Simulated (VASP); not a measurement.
Input of a VASP 6.6.1 run:

INCAR

```
SYSTEM = P
PREC = Accurate
ENCUT = 500
EDIFF = 1E-6
ISMEAR = -1
SIGMA = 0.05
LREAL = .False.
LASPH = .True.
NELM = 120
ALGO = Normal
ISIF = 2
LWAVE = .False.
LCHARG = .False.
GGA = PE
NBANDS = 8
GGA_COMPAT = .False.
```

The input KPOINTS:

```
regular mesh
0
Gamma
  21 21 21
  0 0 0
```

POSCAR

```
P
1.0
    0.0000000000      1.8367631138      1.8367631138
    1.8367631138      0.0000000000      1.8367631138
    1.8367631138      1.8367631138      0.0000000000
P
1
Direct
    0.0000000000      0.0000000000      0.0000000000
```

Potentials or basis: VASP PAW PBE potentials, release 64 (P).

Run with:

```sh
$ cat potpaw_PBE.64/P/POTCAR > POTCAR
$ mpirun -np 1 vasp_std > vasp.out
```

Problem. Estimate the pressure.

Solution. 19.7 GPa.

Problem. Estimate the band gap on the k mesh.

Solution. Zero (an odd number of electrons rules out a gap without spin polarisation).

Caveat: the cell stands under pressure.
